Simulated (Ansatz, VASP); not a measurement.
ZnO: VASP beside Ansatz

```
Zn O
1.0
     3.35245    0.00000    0.00000
    -1.67623    2.90331    0.00000
     0.00000    0.00000    7.27029
Zn O
2 2
Direct
  0.00000 0.00000 0.25000
  0.00000 0.00000 0.75000
  0.66667 0.33333 0.75000
  0.33333 0.66667 0.25000
```

Change from the starting cell: volume scaled by 1.06.

Alike in both runs: task single point; functional LDA; k mesh 9 × 9 × 4; occupations fermi-dirac, width 0.05 eV; no spin polarisation.

|  | VASP | Ansatz |
| --- | --- | --- |
| version | VASP 6.6.1 | Ansatz 0.2.0 |
| potentials or method | VASP PAW LDA potentials, release 64 (Zn, O), cutoff 520 eV | all-electron LAPW, scalar-relativistic |

VASP gave:

```
gap on the k mesh at the Fermi level (eV)                     : 0.75
least direct gap on the mesh (eV)                             : 0.75
pressure (GPa)                                                : -11.3
traceless stress, the component that is largest in VASP (GPa) : 9.61
```

Which values does Ansatz return?

gap on the k mesh at the Fermi level (eV): 0.75; least direct gap on the mesh (eV): 0.75; pressure (GPa): -11.9; traceless stress, the component that is largest in VASP (GPa): 10.21.

LDA's correlation is that of Perdew and Zunger in VASP and of Perdew and Wang (1992) in Ansatz. Ansatz ran all-electron here, and VASP with PAW potentials.
